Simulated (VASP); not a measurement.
# Be4Se3 (P-43m) in VASP: single point with PBE

Aim: the single point of Be4Se3 with PBE.

Program: VASP 6.6.1. These are calculated values, not measurements. Logs are shortened: lines on timing, memory, paths and dates and some standing lists are left out, and cuts for length are marked.

### Step 1. The cell of the first run

It takes space group P-43m (No. 215, cubic). The conventional cell has a = 4.946 Å, b = 4.946 Å, c = 4.946 Å, α = 90.00°, β = 90.00°, γ = 90.00°. Be (site symmetry 3m) has 3 Se at 2.20 Å within 2.9 Å. Se (site symmetry -42m) has 4 Be at 2.20 Å within 2.9 Å.

### Step 2. Single point, PBE

Input file INCAR:

```
SYSTEM = Be4Se3
ALGO = Normal ; EDIFF = 1E-6
ENCUT = 520 ; GGA = PE
ISIF = 2 ; ISMEAR = 0
LASPH = .TRUE. ; LCHARG = .FALSE.
LREAL = .FALSE. ; LWAVE = .FALSE.
NBANDS = 22 ; NELM = 60
PREC = Accurate ; SIGMA = 0.02
```

Input file KPOINTS:

```
k-points
0
G
  6 6 6
  0 0 0
```

Input file POSCAR:

```
Be4Se3
1.0
    4.9461111111      0.0000000000      0.0000000000
    0.0000000000      4.9461111111      0.0000000000
    0.0000000000      0.0000000000      4.9461111111
Be Se
4 3
Direct
    0.7681393993      0.7681393993      0.2318606007
    0.7681393993      0.2318606007      0.7681393993
    0.2318606007      0.2318606007      0.2318606007
    0.2318606007      0.7681393993      0.7681393993
    0.5000000000      0.0000000000      0.5000000000
    0.0000000000      0.5000000000      0.5000000000
    0.5000000000      0.5000000000      0.0000000000
```

Potentials or basis: VASP PAW PBE potentials, release 64 (Be, Se).

Run with:

```console
$ cat potpaw_PBE.64/Be/POTCAR potpaw_PBE.64/Se/POTCAR > POTCAR
$ mpirun -np 1 vasp_std > vasp.out
```

OUTCAR:

```text
SYSTEM = Be4Se3
   EDIFF = 1E-6
   ENCUT = 520
   GGA = PE
   ISIF = 2
   ISMEAR = 0
   LASPH = .TRUE.
   LREAL = .FALSE.
   NELM = 60
   PREC = Accurate

 ion  position               nearest neighbor table
   1  0.768  0.768  0.232-   5 2.20   6 2.20   7 2.20
   2  0.768  0.232  0.768-   5 2.20   6 2.20   7 2.20
   3  0.232  0.232  0.232-   5 2.20   6 2.20   7 2.20
   4  0.232  0.768  0.768-   5 2.20   6 2.20   7 2.20
   5  0.500  0.000  0.500-   1 2.20   2 2.20   3 2.20   4 2.20
   6  0.000  0.500  0.500-   1 2.20   2 2.20   3 2.20   4 2.20
   7  0.500  0.500  0.000-   1 2.20   2 2.20   3 2.20   4 2.20

  LATTYP: Found a simple cubic cell.
 ALAT       =     4.9461111111

  Lattice vectors:

 A1 = (   4.9461111111,   0.0000000000,   0.0000000000)
 A2 = (   0.0000000000,   4.9461111111,   0.0000000000)
 A3 = (   0.0000000000,   0.0000000000,   4.9461111111)

Analysis of symmetry for initial positions (statically):
=====================================================================
 Subroutine PRICEL returns:
 Original cell was already a primitive cell.

 Routine SETGRP: Setting up the symmetry group for a
 simple cubic supercell.

 Subroutine GETGRP returns: Found 24 space group operations
 (whereof 24 operations were pure point group operations)
 out of a pool of 48 trial point group operations.

The static configuration has the point symmetry T_d .

Analysis of symmetry for dynamics (positions and initial velocities):
=====================================================================
 Subroutine PRICEL returns:
 Original cell was already a primitive cell.

 Routine SETGRP: Setting up the symmetry group for a
 simple cubic supercell.

 Subroutine GETGRP returns: Found 24 space group operations
 (whereof 24 operations were pure point group operations)
 out of a pool of 48 trial point group operations.

The dynamic configuration has the point symmetry T_d .

 Subroutine INISYM returns: Found 24 space group operations
 (whereof 24 operations are pure point group operations),
 and found     1 'primitive' translations

----------------------------------------------------------------------------------------

                                     Primitive cell

  volume of cell :     121.0017

  direct lattice vectors                    reciprocal lattice vectors
     4.946111111  0.000000000  0.000000000     0.202179041  0.000000000  0.000000000
     0.000000000  4.946111111  0.000000000     0.000000000  0.202179041  0.000000000
     0.000000000  0.000000000  4.946111111     0.000000000  0.000000000  0.202179041

  length of vectors
     4.946111111  4.946111111  4.946111111     0.202179041  0.202179041  0.202179041

  position of ions in fractional coordinates (direct lattice)
     0.768139399  0.768139399  0.231860601
     0.768139399  0.231860601  0.768139399
     0.231860601  0.231860601  0.231860601
     0.231860601  0.768139399  0.768139399
     0.500000000  0.000000000  0.500000000
     0.000000000  0.500000000  0.500000000
     0.500000000  0.500000000  0.000000000

  ion indices of the primitive-cell ions
   primitive index   ion index
                 1           1
                 2           2
                 3           3
                 4           4
                 5           5
                 6           6
                 7           7

----------------------------------------------------------------------------------------

 KPOINTS: k-points

Automatic generation of k-mesh.
 Grid dimensions read from file:
 generate k-points for:    6    6    6

 Generating k-lattice:

  Cartesian coordinates                     Fractional coordinates (reciprocal lattice)
     0.033696507  0.000000000  0.000000000     0.166666667  0.000000000  0.000000000
     0.000000000  0.033696507  0.000000000     0.000000000  0.166666667  0.000000000
     0.000000000  0.000000000  0.033696507     0.000000000  0.000000000  0.166666667

  Length of vectors
     0.033696507  0.033696507  0.033696507

  Shift w.r.t. Gamma in fractional coordinates (k-lattice)
     0.000000000  0.000000000  0.000000000

 Subroutine IBZKPT returns following result:
 ===========================================

 Found     20 irreducible k-points:

 Following reciprocal coordinates:
            Coordinates               Weight
  0.000000  0.000000  0.000000      1.000000
  0.166667  0.000000  0.000000      6.000000
  0.333333  0.000000  0.000000      6.000000
  0.500000  0.000000  0.000000      3.000000
  0.166667  0.166667  0.000000     12.000000
  0.333333  0.166667  0.000000     24.000000
[... 12 lines left out ...]
  0.500000  0.500000  0.333333      6.000000
  0.500000  0.500000  0.500000      1.000000
   k-points           NKPTS =     20   k-points in BZ     NKDIM =     20   number of bands    NBANDS=     22
   number of dos      NEDOS =    301   number of ions     NIONS =      7
   total plane-waves  NPLWV =  64000
   dimension x,y,z NGX =    40 NGY =   40 NGZ =   40
   dimension x,y,z NGXF=    80 NGYF=   80 NGZF=   80
   ions per type =               4   3
   NGX,Y,Z   is equivalent  to a cutoff of  13.44, 13.44, 13.44 a.u.
   NGXF,Y,Z  is equivalent  to a cutoff of  26.89, 26.89, 26.89 a.u.
 SYSTEM =  Be4Se3
   PREC   = accura    normal or accurate (medium, high low for compatibility)
   ISTART =      0    job   : 0-new  1-cont  2-samecut
   ICHARG =      2    charge: 1-file 2-atom 10-const
   ISPIN  =      1    spin polarized calculation?
   LNONCOLLINEAR =      F non collinear calculations
   LSORBIT =      F    spin-orbit coupling
   LASPH  =      T    aspherical Exc in radial PAW
   ENCUT  =  520.0 eV  38.22 Ry    6.18 a.u.   9.20  9.20  9.20*2*pi/ulx,y,z
   NELM   =     60;   NELMIN=  2; NELMDL= -5     # of ELM steps
   EDIFF  = 0.1E-05   stopping-criterion for ELM
   LREAL  =      F    real-space projection
   EDIFFG = 0.1E-04   stopping-criterion for IOM
   NSW    =      0    number of steps for IOM
   IBRION =     -1    ionic relax: 0-MD 1-quasi-New 2-CG
   NFREE  =      0    steps in history (QN), initial steepest desc. (CG)
   ISIF   =      2    stress and relaxation
   ISYM   =      2    0-nonsym 1-usesym 2-fastsym
   POTIM  = 0.5000    time-step for ionic-motion
   TEBEG  =    0.0;   TEEND  =   0.0 temperature during run
   PSTRESS=    0.0 pullay stress
   NELECT =      26.0000    total number of electrons
   NUPDOWN=      -1.0000    fix difference up-down
   EMIN   =  10.00;   EMAX   =-10.00  energy-range for DOS
   EFERMI =   0.00;   METHOD = LEGACY
   ISMEAR =     0;   SIGMA  =   0.02  broadening in eV -4-tet -1-fermi 0-gaus
   EFERMI_NEDOS =   21; number of points for ismear=-14 and -15
   IALGO  =     38    algorithm
   IMIX   =      4    mixing-type and parameters
     AMIX     =   0.40;   BMIX     =  1.00
     AMIX_MAG =   1.60;   BMIX_MAG =  1.00
  volume/ion in A,a.u.               =      17.29       116.65
  Fermi-wavevector in a.u.,A,eV,Ry     =   0.980548  1.852967 13.081646  0.961474
  Thomas-Fermi vector in A             =   2.111486
   LORBIT       =      0    0 simple, 1 ext, 2 COOP (PROOUT), +10 PAW based schemes
   GGA     = PE    functional components
   LHFCALC =     F    Hartree Fock is set to
   AEXX    =    0.0000 exact exchange contribution
   IVDW    =     0    specifies the selected vdW correction
   LEPSILON=     F    determine dielectric tensor
   LRPA    =     F    only Hartree local field effects (RPA)
 non-spin polarized calculation
 Gauss-broadening in eV      SIGMA  =   0.02
  energy-cutoff  :      520.00
  volume of cell :      121.00
 maximum number of plane-waves:      3289
 NGX is ok and might be reduce to    40
   NGX = 19   NGY = 19   NGZ = 19

 number of electron      26.0000001 magnetization

 Free energy of the ion-electron system (eV)
  ---------------------------------------------------
  ext. energy  EPLUGINS =         0.00000000
  ---------------------------------------------------
  free energy    TOTEN  =       -27.33762880 eV

  energy without entropy =      -27.33762880  energy(sigma->0) =      -27.33762880

 E-fermi :   3.8180     XC(G=0):  -9.2311

 val. band max:        3.7128210644   @ k =   0.5000   0.0000   0.0000
 cond. band min:       4.6740956088   @ k =   0.5000   0.0000   0.0000
 fundamental gap:      0.9612745444
 Fermi energy:         3.8179722843

 k-point     1 :       0.0000    0.0000    0.0000
  band No.  band energies     occupation
      1     -10.9594      2.00000
      2      -9.1379      2.00000
      3      -9.1379      2.00000
      4      -1.9741      2.00000
      5      -1.9741      2.00000
      6      -1.9741      2.00000
[... 14 lines left out ...]
     21       8.4865      0.00000
     22       8.4865      0.00000

 k-point     2 :       0.1667    0.0000    0.0000
  band No.  band energies     occupation
      1     -10.8725      2.00000
      2      -9.2789      2.00000
      3      -9.1248      2.00000
      4      -1.8783      2.00000
      5      -1.8783      2.00000
      6      -1.8494      2.00000
[... 14 lines left out ...]
     21       8.2699      0.00000
     22       8.2699      0.00000

 k-point     3 :       0.3333    0.0000    0.0000
  band No.  band energies     occupation
      1     -10.6377      2.00000
      2      -9.6181      2.00000
      3      -9.0983      2.00000
      4      -1.6318      2.00000
      5      -1.6318      2.00000
      6      -1.5083      2.00000
[... 14 lines left out ...]
     21       9.4040      0.00000
     22       9.6315      0.00000
[... 376 lines left out ...]
 k-point    19 :       0.5000    0.5000    0.3333
  band No.  band energies     occupation
      1      -9.7407      2.00000
      2      -9.7372      2.00000
      3      -9.7372      2.00000
      4      -2.7405      2.00000
      5      -2.5389      2.00000
      6      -2.2534      2.00000
[... 14 lines left out ...]
     21       9.5609      0.00000
     22       9.6460      0.00000

 k-point    20 :       0.5000    0.5000    0.5000
  band No.  band energies     occupation
      1      -9.7180      2.00000
      2      -9.7180      2.00000
      3      -9.7180      2.00000
      4      -2.9685      2.00000
      5      -2.4934      2.00000
      6      -2.4934      2.00000
[... 14 lines left out ...]
     21       9.3538      0.00000
     22       9.3544      0.00000

------------------------ aborting loop because EDIFF is reached ----------------------------------------

  FORCE on cell =-STRESS in cart. coord.  units (eV):
  Direction    XX          YY          ZZ          XY          YZ          ZX
  --------------------------------------------------------------------------------------
  -------------------------------------------------------------------------------------
  Total        0.1701378      0.1701378      0.1701378      0.0000000     -0.0000000     -0.0000000
  in kB        2.2527854      2.2527854      2.2527854      0.0000000     -0.0000000     -0.0000000
  external PRESSURE =       2.2527854 kB  Pullay stress =       0.0000000 kB

 VOLUME and BASIS-vectors are now :
 -----------------------------------------------------------------------------
  energy-cutoff  :      520.00
  volume of cell :      121.00
      direct lattice vectors                 reciprocal lattice vectors
     4.946111111  0.000000000  0.000000000     0.202179041  0.000000000  0.000000000
     0.000000000  4.946111111  0.000000000     0.000000000  0.202179041  0.000000000
     0.000000000  0.000000000  4.946111111     0.000000000  0.000000000  0.202179041

 POSITION                                       TOTAL-FORCE (eV/Angst)
 -----------------------------------------------------------------------------------
      3.79930      3.79930      1.14681         0.007255      0.007255     -0.007255
      3.79930      1.14681      3.79930         0.007255     -0.007255      0.007255
      1.14681      1.14681      1.14681        -0.007255     -0.007255     -0.007255
      1.14681      3.79930      3.79930        -0.007255      0.007255      0.007255
      2.47306      0.00000      2.47306        -0.000000      0.000000     -0.000000
      0.00000      2.47306      2.47306        -0.000000     -0.000000     -0.000000
      2.47306      2.47306      0.00000        -0.000000      0.000000     -0.000000
 -----------------------------------------------------------------------------------
    total drift:                                0.000000      0.000000     -0.000000

  FREE ENERGIE OF THE ION-ELECTRON SYSTEM (eV)
  ---------------------------------------------------
  free  energy   TOTEN  =       -27.3376287964 eV

  energy  without entropy=      -27.3376287964  energy(sigma->0) =      -27.33762880
```

Wall time 20 s (1 thread of Intel Xeon 6975P-C (Granite Rapids), shared host); peak memory 0.25 GiB.

What came out:

* Free energy: -27.3376 eV
* Pressure: 0.2 GPa
* Largest force: 0.013 eV/Å
* Band gap on the k mesh: 0.96 eV, direct

Forces in eV/Å, atoms in the order of the input:
```
Be   0.007  0.007 -0.007
Be   0.007 -0.007  0.007
Be  -0.007 -0.007 -0.007
Be  -0.007  0.007  0.007
Se   0.000  0.000  0.000
Se   0.000  0.000  0.000
Se   0.000  0.000  0.000
```

A k mesh can miss the band edges. A hybrid or GW would open this gap; PBE tends to underestimate it.
